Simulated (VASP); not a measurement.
Wanted: the native input for a VASP 6.6.1 run.

- Task: electric field gradients
- Functional: PBEsol
- Potentials or basis: VASP PAW PBE potentials, release 64 (Hf_pv)
- Cutoff: 520 eV
- k mesh: 13 × 13 × 7
- Occupations: fermi-dirac, width 0.05 eV
- Spin: no spin polarisation
- Dipole correction: no
- Further INCAR settings: ALGO = Normal; EDIFF = 1e-08; NBANDS = 17

The structure of Hf lies in POSCAR:

```
Hf
1.0
    3.1314414681      0.0000000000      0.0000000000
   -1.5657207340      2.7119078618      0.0000000000
    0.0000000000      0.0000000000      4.9545506207
Hf
2
Direct
    0.3333333333      0.6666666667      0.2500000000
    0.6666666667      0.3333333333      0.7500000000
```

This cell differs from its parent crystal: volume scaled by 0.94.

The input as run:

INCAR

```
PREC = Accurate
ENCUT = 520
EDIFF = 1E-8
ISMEAR = -1
SIGMA = 0.05
LREAL = F
LASPH = T
NELM = 60
ALGO = Normal
ISIF = 2
LWAVE = F
LCHARG = F
GGA = PS
LEFG = T
NBANDS = 17
```

KPOINTS

```
regular mesh
0
Gamma
  13 13 7
```

Potentials or basis: VASP PAW PBE potentials, release 64 (Hf_pv).

The run is started by

```bash
$ cat potpaw_PBE.64/Hf_pv/POTCAR > POTCAR
$ mpirun -np 1 vasp_std > vasp.out
```

It gave:

```yaml
Pressure: 2.9 GPa
Band_gap_on_the_k_mesh: zero (band 10 reaches 6.37 eV, above the bottom of band 11 at 4.83 eV)
```

Caveat: without QUAD_EFG the Cq values of the log hold for a quadrupole moment of 1 mb, not for the nuclei; the PAW data sets were made with another functional, which shifts forces and pressure a little; spin-orbit coupling is left out, which moves the levels of the heavy elements.

Run time: 18 s on 1 thread of Intel(R) Xeon(R) 6975P-C (Granite Rapids), with other jobs on the host, peak memory 0.19 GiB.
